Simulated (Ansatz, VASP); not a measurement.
One calculation of SiC, two programs

File INCAR:

```
SYSTEM = SiC
ALGO = Normal
EDIFF = 1E-6
ENCUT = 520
GGA = PE
ISIF = 2
ISMEAR = -1
LASPH = .TRUE.
LCHARG = .FALSE.
LREAL = .FALSE.
LWAVE = .FALSE.
NBANDS = 16
NELM = 80
PREC = Accurate
SIGMA = 0.05
```

File KPOINTS:

```
k-points
0
G
  12 12 7
  0 0 0
```

POSCAR

```
SiC
1.0
    3.0735139282      0.0000000000      0.0000000000
   -1.5367569641      2.6617411407      0.0000000000
    0.0000000000      0.0000000000      5.0452477100
Si C
2 2
Direct
    0.3333333300      0.6666666700      0.4996024000
    0.6666666700      0.3333333300      0.9996024000
    0.3333333300      0.6666666700      0.8753976000
    0.6666666700      0.3333333300      0.3753976000
```

Input for Ansatz:

```yaml
crystal:
  lattice:
    - [3.0735139282, 0.0, 0.0]
    - [-1.5367569641, 2.6617411407, 0.0]
    - [0.0, 0.0, 5.04524771]
  atoms:
    - { symbol: Si, position: [0.33333333, 0.66666667, 0.4996024] }
    - { symbol: Si, position: [0.66666667, 0.33333333, 0.9996024] }
    - { symbol: C, position: [0.33333333, 0.66666667, 0.8753976] }
    - { symbol: C, position: [0.66666667, 0.33333333, 0.3753976] }
hamiltonian:
  xc: pbe
  pseudopotentials:
    kind: all_electron
    lapw: { muffin_tin_radii: { C: 0.773, Si: 0.947 } }
kpoints:
  mp_grid: { grid: [12, 12, 7] }
scf:
  occupations: { method: fermi_dirac, width: 0.05 }
  convergence: { dr2_threshold: 1.0e-09 }
output:
  eigenvalues: true
  forces: true
  stress: true
basis:
  ecutwfc: 400
```

Alike in both runs: task single point; functional PBE; k mesh 12 × 12 × 7; occupations fermi-dirac, width 0.05 eV; no spin polarisation.

|  | VASP | Ansatz |
| --- | --- | --- |
| version | VASP 6.6.1 | Ansatz 0.2.0 |
| potentials or method | VASP PAW PBE potentials, release 64 (Si, C), cutoff 520 eV | all-electron LAPW, scalar-relativistic |

VASP gave:

- gap on the k mesh at the Fermi level (eV): 2.27
- least direct gap on the mesh (eV): 3.98
- pressure (GPa): 3.9
- traceless stress, the component that is largest in VASP (GPa): -0.13

Question: What did Ansatz give for the same quantities?

Answer: gap on the k mesh at the Fermi level (eV): 2.27; least direct gap on the mesh (eV): 3.98; pressure (GPa): 3.9; traceless stress, the component that is largest in VASP (GPa): -0.12.

Ansatz ran all-electron here, and VASP with PAW potentials.
